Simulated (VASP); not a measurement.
# YSe2 (R-3m) in VASP: a series of runs

Aim: see how the results for YSe2 move with the level of theory and the settings. Levels: PBE, PBEsol, LDA. Tasks: single point.

Program: VASP 6.6.1. These are calculated values, not measurements. Logs are shortened: lines on timing, memory, paths and dates and some standing lists are left out, and cuts for length are marked.

## Step 1: The cell of the first run

Symmetry: R-3m, No. 166, trigonal system. Conventional cell: a = 4.340 Å, b = 4.340 Å, c = 15.628 Å, α = 90.00°, β = 90.00°, γ = 120.00°. Y (site symmetry -3m) has 8 Se at 2.86 to 3.82 Å within 3.9 Å. Se (site symmetry 3m) has 4 Y at 2.86 to 3.82 Å and 6 Se at 3.49 to 3.74 Å within 3.9 Å.

## Step 2: Single point, PBE

Contents of INCAR:

```
SYSTEM = YSe2
PREC = Accurate
ENCUT = 520
EDIFF = 1E-6
ISMEAR = 0
SIGMA = 0.05
LREAL = .False.
LASPH = .True.
NELM = 60
ALGO = Normal
ISIF = 2
LWAVE = .False.
LCHARG = .False.
GGA = PE
NBANDS = 18
```

Contents of KPOINTS:

```
regular mesh
0
Gamma
  10 10 10
  0 0 0
```

Contents of POSCAR:

```
YSe2
1.0
    2.1700469514      1.2528771915      5.2092494223
   -2.1700469514      1.2528771915      5.2092494223
    0.0000000000     -2.5057543831      5.2092494223
Y Se
1 2
Direct
    0.0000000000      0.0000000000      0.0000000000
    0.2445848164      0.2445848164      0.2445848164
    0.7554151836      0.7554151836      0.7554151836
```

Potentials or basis: VASP PAW PBE potentials, release 64 (Y_sv, Se).

Command:

```
$ cat potpaw_PBE.64/Y_sv/POTCAR potpaw_PBE.64/Se/POTCAR > POTCAR
$ mpirun -np 1 vasp_std > vasp.out
```

OUTCAR:

```text
SYSTEM = YSe2
   PREC = Accurate
   ENCUT = 520
   EDIFF = 1E-6
   ISMEAR = 0
   LREAL = .False.
   LASPH = .True.
   NELM = 60
   ISIF = 2
   GGA = PE

 ion  position               nearest neighbor table
   1  0.000  0.000  0.000-   3 2.86   2 2.86   3 2.86   3 2.86   2 2.86   2 2.86
   2  0.245  0.245  0.245-   1 2.86   1 2.86   1 2.86
   3  0.755  0.755  0.755-   1 2.86   1 2.86   1 2.86

  LATTYP: Found a trigonal (rhomboedric) cell.
 ALAT       =     5.7805782213
 COS(alpha) =     0.7181450335

  Lattice vectors:

 A1 = (   2.1700469514,   1.2528771915,   5.2092494223)
 A2 = (  -2.1700469514,   1.2528771915,   5.2092494223)
 A3 = (   0.0000000000,  -2.5057543831,   5.2092494223)

Analysis of symmetry for initial positions (statically):
=====================================================================
 Subroutine PRICEL returns:
 Original cell was already a primitive cell.

 Routine SETGRP: Setting up the symmetry group for a
 trigonal (rhombohedral) supercell.

 Subroutine GETGRP returns: Found 12 space group operations
 (whereof 12 operations were pure point group operations)
 out of a pool of 12 trial point group operations.

The static configuration has the point symmetry D_3d.

Analysis of symmetry for dynamics (positions and initial velocities):
=====================================================================
 Subroutine PRICEL returns:
 Original cell was already a primitive cell.

 Routine SETGRP: Setting up the symmetry group for a
 trigonal (rhombohedral) supercell.

 Subroutine GETGRP returns: Found 12 space group operations
 (whereof 12 operations were pure point group operations)
 out of a pool of 12 trial point group operations.

The dynamic configuration has the point symmetry D_3d.

 Subroutine INISYM returns: Found 12 space group operations
 (whereof 12 operations are pure point group operations),
 and found     1 'primitive' translations

----------------------------------------------------------------------------------------

                                     Primitive cell

  volume of cell :      84.9775

  direct lattice vectors                    reciprocal lattice vectors
     2.170046951  1.252877192  5.209249422     0.230409761  0.133027138  0.063988745
    -2.170046951  1.252877192  5.209249422    -0.230409761  0.133027138  0.063988745
     0.000000000 -2.505754383  5.209249422     0.000000000 -0.266054275  0.063988745

  length of vectors
     5.780578221  5.780578221  5.780578221     0.273641073  0.273641073  0.273641073

  position of ions in fractional coordinates (direct lattice)
     0.000000000  0.000000000  0.000000000
     0.244584816  0.244584816  0.244584816
     0.755415184  0.755415184  0.755415184

  ion indices of the primitive-cell ions
   primitive index   ion index
                 1           1
                 2           2
                 3           3

----------------------------------------------------------------------------------------

 KPOINTS: regular mesh

Automatic generation of k-mesh.
 Grid dimensions read from file:
 generate k-points for:   10   10   10

 Generating k-lattice:

  Cartesian coordinates                     Fractional coordinates (reciprocal lattice)
     0.023040976  0.013302714  0.006398875     0.100000000  0.000000000  0.000000000
    -0.023040976  0.013302714  0.006398875     0.000000000  0.100000000  0.000000000
     0.000000000 -0.026605428  0.006398875     0.000000000  0.000000000  0.100000000

  Length of vectors
     0.027364107  0.027364107  0.027364107

  Shift w.r.t. Gamma in fractional coordinates (k-lattice)
     0.000000000  0.000000000  0.000000000

 Subroutine IBZKPT returns following result:
 ===========================================

 Found    116 irreducible k-points:

 Following reciprocal coordinates:
            Coordinates               Weight
  0.000000  0.000000  0.000000      1.000000
  0.100000  0.000000  0.000000      6.000000
  0.200000  0.000000  0.000000      6.000000
  0.300000  0.000000  0.000000      6.000000
  0.400000  0.000000  0.000000      6.000000
  0.500000  0.000000  0.000000      3.000000
[... 16 lines left out ...]
  0.300000  0.300000  0.000000      6.000000
  0.400000  0.300000  0.000000     12.000000
 [... further k-points ...]
   k-points           NKPTS =    116   k-points in BZ     NKDIM =    116   number of bands    NBANDS=     18
   number of dos      NEDOS =    301   number of ions     NIONS =      3
   total plane-waves  NPLWV = 110592
   dimension x,y,z NGX =    48 NGY =   48 NGZ =   48
   dimension x,y,z NGXF=    96 NGYF=   96 NGZF=   96
   ions per type =               1   2
   NGX,Y,Z   is equivalent  to a cutoff of  13.80, 13.80, 13.80 a.u.
   NGXF,Y,Z  is equivalent  to a cutoff of  27.61, 27.61, 27.61 a.u.
 SYSTEM =  YSe2
   PREC   = accura    normal or accurate (medium, high low for compatibility)
   ISTART =      0    job   : 0-new  1-cont  2-samecut
   ICHARG =      2    charge: 1-file 2-atom 10-const
   ISPIN  =      1    spin polarized calculation?
   LNONCOLLINEAR =      F non collinear calculations
   LSORBIT =      F    spin-orbit coupling
   LASPH  =      T    aspherical Exc in radial PAW
   ENCUT  =  520.0 eV  38.22 Ry    6.18 a.u.  10.75 10.75 10.75*2*pi/ulx,y,z
   NELM   =     60;   NELMIN=  2; NELMDL= -5     # of ELM steps
   EDIFF  = 0.1E-05   stopping-criterion for ELM
   LREAL  =      F    real-space projection
   EDIFFG = 0.1E-04   stopping-criterion for IOM
   NSW    =      0    number of steps for IOM
   IBRION =     -1    ionic relax: 0-MD 1-quasi-New 2-CG
   NFREE  =      0    steps in history (QN), initial steepest desc. (CG)
   ISIF   =      2    stress and relaxation
   ISYM   =      2    0-nonsym 1-usesym 2-fastsym
   POTIM  = 0.5000    time-step for ionic-motion
   TEBEG  =    0.0;   TEEND  =   0.0 temperature during run
   PSTRESS=    0.0 pullay stress
   NELECT =      23.0000    total number of electrons
   NUPDOWN=      -1.0000    fix difference up-down
   EMIN   =  10.00;   EMAX   =-10.00  energy-range for DOS
   EFERMI =   0.00;   METHOD = LEGACY
   ISMEAR =     0;   SIGMA  =   0.05  broadening in eV -4-tet -1-fermi 0-gaus
   EFERMI_NEDOS =   21; number of points for ismear=-14 and -15
   IALGO  =     38    algorithm
   IMIX   =      4    mixing-type and parameters
     AMIX     =   0.40;   BMIX     =  1.00
     AMIX_MAG =   1.60;   BMIX_MAG =  1.00
  volume/ion in A,a.u.               =      28.33       191.15
  Fermi-wavevector in a.u.,A,eV,Ry     =   1.058968  2.001159 15.257748  1.121413
  Thomas-Fermi vector in A             =   2.194296
   LORBIT       =      0    0 simple, 1 ext, 2 COOP (PROOUT), +10 PAW based schemes
   GGA     = PE    functional components
   LHFCALC =     F    Hartree Fock is set to
   AEXX    =    0.0000 exact exchange contribution
   IVDW    =     0    specifies the selected vdW correction
   LEPSILON=     F    determine dielectric tensor
   LRPA    =     F    only Hartree local field effects (RPA)
 non-spin polarized calculation
 Gauss-broadening in eV      SIGMA  =   0.05
  energy-cutoff  :      520.00
  volume of cell :       84.98
 maximum number of plane-waves:      2311
 NGX is ok and might be reduce to    48
   NGX = 21   NGY = 21   NGZ = 21

 number of electron      23.0000000 magnetization

 Free energy of the ion-electron system (eV)
  ---------------------------------------------------
  ext. energy  EPLUGINS =         0.00000000
  ---------------------------------------------------
  free energy    TOTEN  =       -17.35756342 eV

  energy without entropy =      -17.35584066  energy(sigma->0) =      -17.35670204

 E-fermi :   2.0176     XC(G=0):  -9.0580

 val. band max:        1.9873105872   @ k =   0.5000   0.5000   0.0000
 cond. band min:       2.0195292588   @ k =  -0.2000  -0.2000   0.1000
 fundamental gap:      0.0322186716
 Fermi energy:         2.0176364754

 k-point     1 :       0.0000    0.0000    0.0000
  band No.  band energies     occupation
      1     -40.0272      2.00000
      2     -20.0826      2.00000
      3     -19.9650      2.00000
      4     -19.9650      2.00000
      5     -10.4276      2.00000
      6      -8.8665      2.00000
[... 10 lines left out ...]
     17       7.4916      0.00000
     18       7.8470      0.00000

 k-point     2 :       0.1000    0.0000    0.0000
  band No.  band energies     occupation
      1     -40.0267      2.00000
      2     -20.0803      2.00000
      3     -19.9763      2.00000
      4     -19.9671      2.00000
      5     -10.3628      2.00000
      6      -8.9125      2.00000
[... 10 lines left out ...]
     17       7.6555      0.00000
     18       7.7466      0.00000

 k-point     3 :       0.2000    0.0000    0.0000
  band No.  band energies     occupation
      1     -40.0256      2.00000
      2     -20.0744      2.00000
      3     -20.0055      2.00000
      4     -19.9726      2.00000
      5     -10.1885      2.00000
      6      -9.0281      2.00000
[... 10 lines left out ...]
     17       7.5928      0.00000
     18       8.1641      0.00000

 k-point     4 :       0.3000    0.0000    0.0000
  band No.  band energies     occupation
      1     -40.0243      2.00000
      2     -20.0675      2.00000
      3     -20.0406      2.00000
      4     -19.9793      2.00000
      5      -9.9628      2.00000
      6      -9.1614      2.00000
[... 10 lines left out ...]
     17       7.5885      0.00000
     18       8.7247      0.00000

 k-point     5 :       0.4000    0.0000    0.0000
  band No.  band energies     occupation
      1     -40.0232      2.00000
      2     -20.0726      2.00000
      3     -20.0578      2.00000
      4     -19.9847      2.00000
      5      -9.7735      2.00000
      6      -9.2589      2.00000
[... 10 lines left out ...]
     17       7.7315      0.00000
     18       8.8735      0.00000

 k-point     6 :       0.5000    0.0000    0.0000
  band No.  band energies     occupation
      1     -40.0227      2.00000
      2     -20.0821      2.00000
      3     -20.0567      2.00000
      4     -19.9867      2.00000
      5      -9.7015      2.00000
      6      -9.2914      2.00000
[... 10 lines left out ...]
     17       7.9231      0.00000
     18       8.5091      0.00000

 k-point     7 :       0.1000    0.1000    0.0000
  band No.  band energies     occupation
      1     -40.0267      2.00000
      2     -20.0806      2.00000
      3     -19.9763      2.00000
      4     -19.9672      2.00000
      5     -10.3519      2.00000
      6      -8.9276      2.00000
[... 10 lines left out ...]
     17       7.5500      0.00000
     18       7.7178      0.00000

 k-point     8 :       0.2000    0.1000    0.0000
  band No.  band energies     occupation
      1     -40.0260      2.00000
      2     -20.0767      2.00000
      3     -19.9957      2.00000
      4     -19.9718      2.00000
      5     -10.2228      2.00000
      6      -9.0184      2.00000
[... 10 lines left out ...]
     17       7.4746      0.00000
     18       8.2599      0.00000
[... 229 lines left out ...]
     17       7.7098      0.00000
     18       9.9318      0.00000

 k-point    20 :      -0.4000    0.2000   -0.0000
  band No.  band energies     occupation
      1     -40.0224      2.00000
      2     -20.0664      2.00000
      3     -20.0559      2.00000
      4     -20.0129      2.00000
      5      -9.5856      2.00000
      6      -9.3647      2.00000
[... 10 lines left out ...]
     17       7.8934      0.00000
     18       9.8752      0.00000

 k-point    21 :      -0.3000    0.2000   -0.0000
  band No.  band energies     occupation
      1     -40.0227      2.00000
      2     -20.0622      2.00000
      3     -20.0569      2.00000
      4     -20.0070      2.00000
      5      -9.6615      2.00000
      6      -9.3305      2.00000
[... 10 lines left out ...]
     17       8.0393      0.00000
     18       9.7010      0.00000

 k-point    22 :      -0.2000    0.2000    0.0000
  band No.  band energies     occupation
      1     -40.0236      2.00000
      2     -20.0633      2.00000
      3     -20.0465      2.00000
      4     -19.9934      2.00000
      5      -9.8497      2.00000
      6      -9.2253      2.00000
[... 10 lines left out ...]
     17       7.9064      0.00000
     18       9.5691      0.00000

 k-point    23 :       0.3000    0.3000    0.0000
  band No.  band energies     occupation
      1     -40.0243      2.00000
      2     -20.0703      2.00000
      3     -20.0394      2.00000
      4     -19.9796      2.00000
      5      -9.8672      2.00000
      6      -9.2540      2.00000
[... 10 lines left out ...]
     17       7.6186      0.00000
     18       7.9996      0.00000

 k-point    24 :       0.4000    0.3000    0.0000
  band No.  band energies     occupation
      1     -40.0235      2.00000
      2     -20.0685      2.00000
      3     -20.0518      2.00000
      4     -19.9885      2.00000
      5      -9.7178      2.00000
      6      -9.3292      2.00000
[... 10 lines left out ...]
     17       7.8485      0.00000
     18       8.6504      0.00000

 [... further k-points ...]

------------------------ aborting loop because EDIFF is reached ----------------------------------------

  FORCE on cell =-STRESS in cart. coord.  units (eV):
  Direction    XX          YY          ZZ          XY          YZ          ZX
  --------------------------------------------------------------------------------------
  -------------------------------------------------------------------------------------
  Total        0.0038312      0.0038312      0.0082480      0.0000000     -0.0000000      0.0000000
  in kB        0.0722345      0.0722345      0.1555096      0.0000000     -0.0000000      0.0000000
  external PRESSURE =       0.0999929 kB  Pullay stress =       0.0000000 kB

 VOLUME and BASIS-vectors are now :
 -----------------------------------------------------------------------------
  energy-cutoff  :      520.00
  volume of cell :       84.98
      direct lattice vectors                 reciprocal lattice vectors
     2.170046951  1.252877192  5.209249422     0.230409761  0.133027138  0.063988745
    -2.170046951  1.252877192  5.209249422    -0.230409761  0.133027138  0.063988745
     0.000000000 -2.505754383  5.209249422     0.000000000 -0.266054275  0.063988745

 POSITION                                       TOTAL-FORCE (eV/Angst)
 -----------------------------------------------------------------------------------
      0.00000      0.00000      0.00000         0.000000      0.000000     -0.000000
      0.00000     -0.00000      3.82231         0.000000      0.000000     -0.002649
      0.00000     -0.00000     11.80544         0.000000     -0.000000      0.002649
 -----------------------------------------------------------------------------------
    total drift:                               -0.000000     -0.000000      0.000000

  FREE ENERGIE OF THE ION-ELECTRON SYSTEM (eV)
  ---------------------------------------------------
  free  energy   TOTEN  =       -17.3575634215 eV

  energy  without entropy=      -17.3558406606  energy(sigma->0) =      -17.35670204
```

Run time: 9.3 min. Hardware: 1 thread of Oxide Virtual Turin-like, shared host; peak memory 0.44 GiB.

Results:

```yaml
Free_energy: -17.3576 eV
Pressure: 0.0 GPa
Band_gap_on_the_k_mesh: zero (an odd number of electrons rules out a gap without spin polarisation)
```

Forces on the atoms (eV/Å):
```
Y    0.000  0.000  0.000
Se   0.000  0.000 -0.003
Se   0.000  0.000  0.003
```

## Step 3: Single point, PBEsol

Contents of INCAR:

```
PREC = Accurate
ENCUT = 520
EDIFF = 1E-6
ISMEAR = 0
SIGMA = 0.05
LREAL = False
LASPH = True
NELM = 60
ALGO = Normal
ISIF = 2
LWAVE = False
LCHARG = True
GGA = PS
LELF = True
LVHAR = True
NBANDS = 18
```

Contents of KPOINTS:

```
Automatic mesh
0
Gamma
  10 10 10
```

POSCAR is that of step 2.

Potentials or basis: VASP PAW PBE potentials, release 64 (Y_sv, Se).

Command:

```
$ cat potpaw_PBE.64/Y_sv/POTCAR potpaw_PBE.64/Se/POTCAR > POTCAR
$ mpirun -np 1 vasp_std > vasp.out
```

Wall time 8.7 min (1 thread of Oxide Virtual Turin-like, shared host); peak memory 0.44 GiB.

Results (log left out):

```yaml
Free_energy: -18.3782 eV
Pressure: -2.5 GPa
Largest_force: 0.071 eV/Å
Band_gap_on_the_k_mesh: zero (an odd number of electrons rules out a gap without spin polarisation)
```

Forces on the atoms (eV/Å):
```
Y    0.000  0.000  0.000
Se   0.000  0.000  0.071
Se   0.000  0.000 -0.071
```

Levels at points of the mesh, in eV from the Fermi level:
```
           k point  band 8  band 9  band 10  band 11  band 12  band 13  band 14  band 15
(0.00, 0.00, 0.00)   -2.32   -2.32     0.09     0.09     0.87     2.74     2.74     3.90
(0.50, 0.00, 0.00)   -2.17   -2.12    -2.05    -1.16    -0.73     3.30     3.93     3.94
(0.50, 0.50, 0.00)   -2.84   -1.67    -1.15    -0.03     0.34     1.98     3.70     4.03
(0.50, 0.50, 0.50)   -1.95   -1.70    -1.48    -0.63    -0.63     2.65     2.90     2.90
```

Caveat: the PAW data sets were made with another functional, which shifts forces and pressure a little.

## Step 4: Single point, LDA

Contents of INCAR:

```
PREC = Accurate
ENCUT = 520
EDIFF = 1E-6
ISMEAR = 0
SIGMA = 0.05
LREAL = False
LASPH = True
NELM = 80
ALGO = Normal
ISIF = 2
LWAVE = False
LCHARG = False
GGA = CA
NBANDS = 18
```

Contents of KPOINTS:

```
regular mesh
0
Gamma
  10 10 10
```

POSCAR is that of step 3.

Potentials or basis: VASP PAW LDA potentials, release 64 (Y_sv, Se).

Command:

```
$ cat potpaw_LDA.64/Y_sv/POTCAR potpaw_LDA.64/Se/POTCAR > POTCAR
$ mpirun -np 1 vasp_std > vasp.out
```

Wall time 9.1 min (1 thread of Oxide Virtual Turin-like, shared host); peak memory 0.37 GiB.

Results (log left out):

```
Free energy            : -19.1089 eV
Pressure               : -4.1 GPa
Largest force          : 0.155 eV/Å
Band gap on the k mesh : zero (an odd number of electrons rules out a gap without spin polarisation)
```

Forces in eV/Å, atoms in the order of the input:
```
Y    0.000  0.000  0.000
Se   0.000  0.000  0.155
Se   0.000  0.000 -0.155
```

Stress tensor (GPa, compression positive):
```
-4.19  0.00  0.00
 0.00 -4.19  0.00
 0.00  0.00 -3.90
```

Levels at points of the mesh, in eV from the Fermi level:
```tsv
k point	band 7	band 8	band 9	band 10	band 11	band 12	band 13	band 14	band 15	band 16
(0.00, 0.00, 0.00)	-3.52	-2.31	-2.31	0.10	0.10	0.86	2.68	2.68	3.80	4.69
(0.50, 0.00, 0.00)	-2.65	-2.17	-2.11	-2.05	-1.14	-0.71	3.23	3.86	3.87	5.76
(0.50, 0.50, 0.00)	-3.87	-2.82	-1.66	-1.15	-0.04	0.34	1.92	3.63	3.95	5.92
(0.50, 0.50, 0.50)	-1.94	-1.94	-1.70	-1.49	-0.62	-0.62	2.58	2.84	2.84	5.86
```

Caveat: the cell stands under tension.

## Step 5: Single point, PBE

Contents of INCAR:

```
SYSTEM = YSe2
PREC = Accurate ; ENCUT = 520
EDIFF = 1E-7 ; ISMEAR = 0
SIGMA = 0.05 ; LREAL = .False.
LASPH = .True. ; NELM = 100
ALGO = Normal ; ISIF = 2
LWAVE = .False. ; LCHARG = .True.
GGA = PE ; LELF = .True.
LVHAR = .True. ; NBANDS = 18
```

Contents of KPOINTS:

```
Automatic mesh
0
Gamma
  10 10 10
  0.5 0.5 0.5
```

POSCAR is that of step 4.

Potentials or basis: VASP PAW PBE potentials, release 64 (Y_sv, Se).

Command:

```
$ cat potpaw_PBE.64/Y_sv/POTCAR potpaw_PBE.64/Se/POTCAR > POTCAR
$ mpirun -np 1 vasp_std > vasp.out
```

Wall time 9.4 min (1 thread of Oxide Virtual Turin-like, shared host); peak memory 0.43 GiB.

It converged, with:

```yaml
Free_energy: -17.3574 eV
Pressure: 0.0 GPa
Largest_force: 0.007 eV/Å
Band_gap_on_the_k_mesh: zero (an odd number of electrons rules out a gap without spin polarisation)
```

Forces in eV/Å, atoms in the order of the input:
```
Y    0.000  0.000  0.000
Se   0.000  0.000 -0.007
Se   0.000  0.000  0.007
```

Levels at points of the mesh, in eV from the Fermi level:
```tsv
k point	band 7	band 8	band 9	band 10	band 11	band 12	band 13	band 14	band 15	band 16
(0.05, 0.05, 0.05)	-3.47	-2.31	-2.31	0.06	0.06	0.81	2.80	2.80	4.02	4.77
```

(Part 1 of 2 ends here.)
